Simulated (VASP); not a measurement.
# PtS2 (P-3m1) in VASP: single point with PBEsol+U

Aim: the single point of PtS2 with PBEsol+U.

Program: VASP 6.6.1. These are calculated values, not measurements. Logs are shortened: lines on timing, memory, paths and dates and some standing lists are left out, and cuts for length are marked.

**1. The cell of the first run**

It takes space group P-3m1 (No. 164, trigonal). The conventional cell has a = 3.543 Å, b = 3.543 Å, c = 5.039 Å, α = 90.00°, β = 90.00°, γ = 120.00°. Pt (site symmetry -3m) has 6 S at 2.40 Å within 3.2 Å. Within 3.2 Å of S (site symmetry 3m) lie 3 Pt at 2.40 Å.

**2. Single point, PBEsol+U**

The input, INCAR:

```
SYSTEM = PtS2
PREC = Accurate
ENCUT = 520
EDIFF = 1E-6
ISMEAR = 0
SIGMA = 0.05
LREAL = .FALSE.
LASPH = .TRUE.
NELM = 150
ALGO = Normal
ISIF = 2
LWAVE = .FALSE.
LCHARG = .FALSE.
LMAXMIX = 4
LDAU = .TRUE.
LDAUTYPE = 2
LDAUL = 2 -1
LDAUU = 2 0
LDAUJ = 0 0
LDAUPRINT = 1
GGA = PS
NBANDS = 31
```

The input, KPOINTS:

```
Automatic mesh
0
G
  7 7 3
  0 0 0
```

The input, POSCAR:

```
PtS2
1.0
    3.5431995400      0.0000000000      0.0000000000
   -1.7715997700      3.0685008100      0.0000000000
    0.0000000000      0.0000000000     10.0776001800
Pt S
2 4
Direct
    0.0000000000      0.0000000000      0.0000000000
    0.0000000000      0.0000000000      0.5000000000
    0.3333333333      0.6666666667      0.1250000000
    0.6666666667      0.3333333333      0.3750000000
    0.3333333333      0.6666666667      0.6250000000
    0.6666666667      0.3333333333      0.8750000000
```

Potentials or basis: VASP PAW PBE potentials, release 64 (Pt, S).

Launch:

```
$ cat potpaw_PBE.64/Pt/POTCAR potpaw_PBE.64/S/POTCAR > POTCAR
$ mpirun -np 1 vasp_std > vasp.out
```

OUTCAR:

```text
SYSTEM = PtS2
   PREC = Accurate
   ENCUT = 520
   EDIFF = 1E-6
   ISMEAR = 0
   LREAL = .FALSE.
   LASPH = .TRUE.
   NELM = 150
   ISIF = 2
   GGA = PS

 ion  position               nearest neighbor table
   1  0.000  0.000  0.000-   3 2.40   6 2.40   6 2.40   3 2.40   6 2.40   3 2.40
   2  0.000  0.000  0.500-   5 2.40   4 2.40   5 2.40   4 2.40   4 2.40   5 2.40
   3  0.333  0.667  0.125-   1 2.40   1 2.40   1 2.40
   4  0.667  0.333  0.375-   2 2.40   2 2.40   2 2.40
   5  0.333  0.667  0.625-   2 2.40   2 2.40   2 2.40
   6  0.667  0.333  0.875-   1 2.40   1 2.40   1 2.40

  LATTYP: Found a hexagonal cell.
 ALAT       =     3.5431995400
 C/A-ratio  =     2.8442090450

  Lattice vectors:

 A1 = (   3.5431995400,   0.0000000000,   0.0000000000)
 A2 = (  -1.7715997700,   3.0685008100,   0.0000000000)
 A3 = (   0.0000000000,   0.0000000000,  10.0776001800)

Analysis of symmetry for initial positions (statically):
=====================================================================
 Subroutine PRICEL returns following result:

  LATTYP: Found a hexagonal cell.
 ALAT       =     3.5431995400
 C/A-ratio  =     1.4221045225

  Lattice vectors:

 A1 = (   3.5431995400,   0.0000000000,   0.0000000000)
 A2 = (  -1.7715997700,   3.0685008100,   0.0000000000)
 A3 = (   0.0000000000,   0.0000000000,   5.0388000900)

   2 primitive cells build up your supercell.

 Routine SETGRP: Setting up the symmetry group for a
 hexagonal supercell.

 Subroutine GETGRP returns: Found 12 space group operations
 (whereof 12 operations were pure point group operations)
 out of a pool of 24 trial point group operations.

The static configuration has the point symmetry D_3d.

Analysis of symmetry for dynamics (positions and initial velocities):
=====================================================================
 Subroutine PRICEL returns following result:

  LATTYP: Found a hexagonal cell.
 ALAT       =     3.5431995400
 C/A-ratio  =     1.4221045225

  Lattice vectors:

 A1 = (   3.5431995400,   0.0000000000,   0.0000000000)
 A2 = (  -1.7715997700,   3.0685008100,   0.0000000000)
 A3 = (   0.0000000000,   0.0000000000,   5.0388000900)

   2 primitive cells build up your supercell.

 Routine SETGRP: Setting up the symmetry group for a
 hexagonal supercell.

 Subroutine GETGRP returns: Found 12 space group operations
 (whereof 12 operations were pure point group operations)
 out of a pool of 24 trial point group operations.

The dynamic configuration has the point symmetry D_3d.

 Subroutine INISYM returns: Found 12 space group operations
 (whereof 12 operations are pure point group operations),
 and found     2 'primitive' translations

----------------------------------------------------------------------------------------

                                     Primitive cell

  volume of cell :      54.7834

  direct lattice vectors                    reciprocal lattice vectors
     3.543199540  0.000000000  0.000000000     0.282230789  0.162946022  0.000000000
    -1.771599770  3.068500810  0.000000000     0.000000000  0.325892044  0.000000000
     0.000000000  0.000000000  5.038800090     0.000000000  0.000000000  0.198459947

  length of vectors
[... 111 lines left out ...]
   IVDW    =     0    specifies the selected vdW correction
   LEPSILON=     F    determine dielectric tensor
   LRPA    =     F    only Hartree local field effects (RPA)
 non-spin polarized calculation
 Gauss-broadening in eV      SIGMA  =   0.05
  energy-cutoff  :      520.00
  volume of cell :      109.57
 maximum number of plane-waves:      3013
 NGX is ok and might be reduce to    28
   NGX = 13   NGY = 13   NGZ = 37

atom =   1  type =  1  l = 2

 onsite density matrix

spin component  1

  0.8305 -0.0000 -0.0000  0.1144  0.0000
 -0.0000  0.7534 -0.0000 -0.0000  0.1144
 -0.0000 -0.0000  0.9118 -0.0000 -0.0000
  0.1144 -0.0000 -0.0000  0.7534  0.0000
  0.0000  0.1144 -0.0000  0.0000  0.8305

spin component  2

  0.8305 -0.0000 -0.0000  0.1144  0.0000
 -0.0000  0.7534 -0.0000 -0.0000  0.1144
 -0.0000 -0.0000  0.9118 -0.0000 -0.0000
  0.1144 -0.0000 -0.0000  0.7534  0.0000
  0.0000  0.1144 -0.0000  0.0000  0.8305

 occupancies and eigenvectors

  o =  0.6712  v =  0.0000 -0.8123  0.0000 -0.0000  0.5833  0.0000  0.0000  0.0000  0.0000  0.0000      0.0000  0.0000  0.0000  0.0000  0.0000  0.0000  0.0000  0.0000  0.0000  0.0000
  o =  0.6712  v =  0.0000  0.0000  0.0000  0.0000  0.0000  0.0000 -0.8123  0.0000 -0.0000  0.5833      0.0000  0.0000  0.0000  0.0000  0.0000  0.0000  0.0000  0.0000  0.0000  0.0000
  o =  0.6712  v =  0.0000  0.0000  0.0000  0.0000  0.0000  0.5833  0.0000  0.0000 -0.8123 -0.0000      0.0000  0.0000  0.0000  0.0000  0.0000  0.0000  0.0000  0.0000  0.0000  0.0000
  o =  0.6712  v =  0.5833  0.0000  0.0000 -0.8123 -0.0000  0.0000  0.0000  0.0000  0.0000  0.0000      0.0000  0.0000  0.0000  0.0000  0.0000  0.0000  0.0000  0.0000  0.0000  0.0000
  o =  0.9118  v =  0.0000 -0.0000 -1.0000 -0.0000 -0.0000  0.0000  0.0000  0.0000  0.0000  0.0000      0.0000  0.0000  0.0000  0.0000  0.0000  0.0000  0.0000  0.0000  0.0000  0.0000
  o =  0.9118  v =  0.0000  0.0000  0.0000  0.0000  0.0000  0.0000 -0.0000 -1.0000 -0.0000 -0.0000      0.0000  0.0000  0.0000  0.0000  0.0000  0.0000  0.0000  0.0000  0.0000  0.0000
  o =  0.9126  v =  0.0000  0.5833 -0.0000 -0.0000  0.8123  0.0000  0.0000  0.0000  0.0000  0.0000      0.0000  0.0000  0.0000  0.0000  0.0000  0.0000  0.0000  0.0000  0.0000  0.0000
  o =  0.9126  v =  0.0000  0.0000  0.0000  0.0000  0.0000  0.0000  0.5833 -0.0000 -0.0000  0.8123      0.0000  0.0000  0.0000  0.0000  0.0000  0.0000  0.0000  0.0000  0.0000  0.0000
  o =  0.9126  v = -0.8123  0.0000  0.0000 -0.5833 -0.0000  0.0000  0.0000  0.0000  0.0000  0.0000      0.0000  0.0000  0.0000  0.0000  0.0000  0.0000  0.0000  0.0000  0.0000  0.0000
  o =  0.9126  v =  0.0000  0.0000  0.0000  0.0000  0.0000 -0.8123  0.0000  0.0000 -0.5833 -0.0000      0.0000  0.0000  0.0000  0.0000  0.0000  0.0000  0.0000  0.0000  0.0000  0.0000

atom =   2  type =  1  l = 2

 onsite density matrix

spin component  1

  0.8305 -0.0000 -0.0000  0.1144 -0.0000
 -0.0000  0.7534 -0.0000 -0.0000  0.1144
 -0.0000 -0.0000  0.9118 -0.0000 -0.0000
  0.1144 -0.0000 -0.0000  0.7534  0.0000
 -0.0000  0.1144 -0.0000  0.0000  0.8305

spin component  2

  0.8305 -0.0000 -0.0000  0.1144 -0.0000
 -0.0000  0.7534 -0.0000 -0.0000  0.1144
 -0.0000 -0.0000  0.9118 -0.0000 -0.0000
  0.1144 -0.0000 -0.0000  0.7534  0.0000
 -0.0000  0.1144 -0.0000  0.0000  0.8305

 occupancies and eigenvectors

  o =  0.6712  v =  0.0000 -0.8123  0.0000  0.0000  0.5833  0.0000  0.0000  0.0000  0.0000  0.0000      0.0000  0.0000  0.0000  0.0000  0.0000  0.0000  0.0000  0.0000  0.0000  0.0000
  o =  0.6712  v =  0.0000  0.0000  0.0000  0.0000  0.0000  0.0000 -0.8123  0.0000  0.0000  0.5833      0.0000  0.0000  0.0000  0.0000  0.0000  0.0000  0.0000  0.0000  0.0000  0.0000
  o =  0.6712  v =  0.0000  0.0000  0.0000  0.0000  0.0000  0.5833  0.0000  0.0000 -0.8123  0.0000      0.0000  0.0000  0.0000  0.0000  0.0000  0.0000  0.0000  0.0000  0.0000  0.0000
  o =  0.6712  v =  0.5833  0.0000  0.0000 -0.8123  0.0000  0.0000  0.0000  0.0000  0.0000  0.0000      0.0000  0.0000  0.0000  0.0000  0.0000  0.0000  0.0000  0.0000  0.0000  0.0000
  o =  0.9118  v =  0.0000  0.0000  0.0000  0.0000  0.0000  0.0000 -0.0000 -1.0000 -0.0000 -0.0000      0.0000  0.0000  0.0000  0.0000  0.0000  0.0000  0.0000  0.0000  0.0000  0.0000
  o =  0.9118  v =  0.0000 -0.0000 -1.0000 -0.0000 -0.0000  0.0000  0.0000  0.0000  0.0000  0.0000      0.0000  0.0000  0.0000  0.0000  0.0000  0.0000  0.0000  0.0000  0.0000  0.0000
  o =  0.9126  v =  0.0000  0.5833 -0.0000  0.0000  0.8123  0.0000  0.0000  0.0000  0.0000  0.0000      0.0000  0.0000  0.0000  0.0000  0.0000  0.0000  0.0000  0.0000  0.0000  0.0000
  o =  0.9126  v =  0.0000  0.0000  0.0000  0.0000  0.0000  0.0000  0.5833 -0.0000  0.0000  0.8123      0.0000  0.0000  0.0000  0.0000  0.0000  0.0000  0.0000  0.0000  0.0000  0.0000
  o =  0.9126  v = -0.8123  0.0000  0.0000 -0.5833  0.0000  0.0000  0.0000  0.0000  0.0000  0.0000      0.0000  0.0000  0.0000  0.0000  0.0000  0.0000  0.0000  0.0000  0.0000  0.0000
  o =  0.9126  v =  0.0000  0.0000  0.0000  0.0000  0.0000 -0.8123  0.0000  0.0000 -0.5833  0.0000      0.0000  0.0000  0.0000  0.0000  0.0000  0.0000  0.0000  0.0000  0.0000  0.0000

 number of electron      44.0000000 magnetization

 Free energy of the ion-electron system (eV)
  ---------------------------------------------------
  ext. energy  EPLUGINS =         0.00000000
  ---------------------------------------------------
  free energy    TOTEN  =       -31.10668001 eV

  energy without entropy =      -31.10667993  energy(sigma->0) =      -31.10667997

 E-fermi :   6.9049     XC(G=0): -10.8753

 val. band max:        6.7586509743   @ k =   0.0000   0.0000   0.0000
 cond. band min:       7.0651486977   @ k =   0.2857   0.0000   0.3333
 fundamental gap:      0.3064977234
 Fermi energy:         6.9049319188

 k-point     1 :       0.0000    0.0000    0.0000
  band No.  band energies     occupation
      1      -8.5148      2.00000
      2      -8.0131      2.00000
      3      -6.6760      2.00000
      4      -5.6650      2.00000
      5      -0.5617      2.00000
      6       0.1107      2.00000
[... 669 lines left out ...]
     30      14.6083      0.00000
     31      14.6377      0.00000

------------------------ aborting loop because EDIFF is reached ----------------------------------------

  FORCE on cell =-STRESS in cart. coord.  units (eV):
  Direction    XX          YY          ZZ          XY          YZ          ZX
  --------------------------------------------------------------------------------------
  -------------------------------------------------------------------------------------
  Total       -2.6321574     -2.6321574     -3.5184351      0.0000000     -0.0000000      0.0000000
  in kB      -38.4896056    -38.4896055    -51.4494989      0.0000000     -0.0000000      0.0000000
  external PRESSURE =     -42.8095700 kB  Pullay stress =       0.0000000 kB

 VOLUME and BASIS-vectors are now :
 -----------------------------------------------------------------------------
  energy-cutoff  :      520.00
  volume of cell :      109.57
      direct lattice vectors                 reciprocal lattice vectors
     3.543199540  0.000000000  0.000000000     0.282230789  0.162946022  0.000000000
    -1.771599770  3.068500810  0.000000000     0.000000000  0.325892044  0.000000000
     0.000000000  0.000000000 10.077600180     0.000000000  0.000000000  0.099229974

 POSITION                                       TOTAL-FORCE (eV/Angst)
 -----------------------------------------------------------------------------------
      0.00000      0.00000      0.00000        -0.000000     -0.000000     -0.000000
      0.00000      0.00000      5.03880        -0.000000     -0.000000     -0.000000
     -0.00000      2.04567      1.25970         0.000000     -0.000000     -0.666115
      1.77160      1.02283      3.77910        -0.000000      0.000000      0.666115
     -0.00000      2.04567      6.29850         0.000000      0.000000     -0.666115
      1.77160      1.02283      8.81790         0.000000      0.000000      0.666115
 -----------------------------------------------------------------------------------
    total drift:                               -0.000000     -0.000000     -0.000000

  FREE ENERGIE OF THE ION-ELECTRON SYSTEM (eV)
  ---------------------------------------------------
  free  energy   TOTEN  =       -31.1066800060 eV

  energy  without entropy=      -31.1066799292  energy(sigma->0) =      -31.10667997
```

Wall time 2 min (1 thread of Intel Xeon Platinum 8175M at 2.50GHz (Skylake/Cascade Lake), shared host); peak memory 0.25 GiB.

Results:

* Free energy: -31.1067 eV
* Pressure: -4.3 GPa
* Largest force: 0.666 eV/Å
* Band gap on the k mesh: 0.31 eV

Forces in eV/Å, atoms in the order of the input:
```
Pt   0.000  0.000  0.000
Pt   0.000  0.000  0.000
S    0.000  0.000 -0.666
S    0.000  0.000  0.666
S    0.000  0.000 -0.666
S    0.000  0.000  0.666
```

Levels at points of the mesh, in eV from the valence-band top:
```tsv
k point	band 18	band 19	band 20	band 21	band 22	band 23	band 24	band 25	band 26	band 27
(0.00, 0.00, 0.00)	-1.45	-1.45	-1.12	-1.12	0.00	1.68	1.68	2.36	2.36	4.38
```

Eigenvalues of the final occupation matrices:
| site | spin | trace | eigenvalues |
| --- | --- | --- | --- |
| site 1 d | 1 | 4.08 | 0.67 0.67 0.91 0.91 0.91 |
| site 1 d | 2 | 4.08 | 0.67 0.67 0.91 0.91 0.91 |
| site 2 d | 1 | 4.08 | 0.67 0.67 0.91 0.91 0.91 |
| site 2 d | 2 | 4.08 | 0.67 0.67 0.91 0.91 0.91 |

Caveat: the PAW data sets were made with another functional, which shifts forces and pressure a little; spin-orbit coupling is left out, which moves the levels of the heavy elements. A k mesh can miss the band edges.
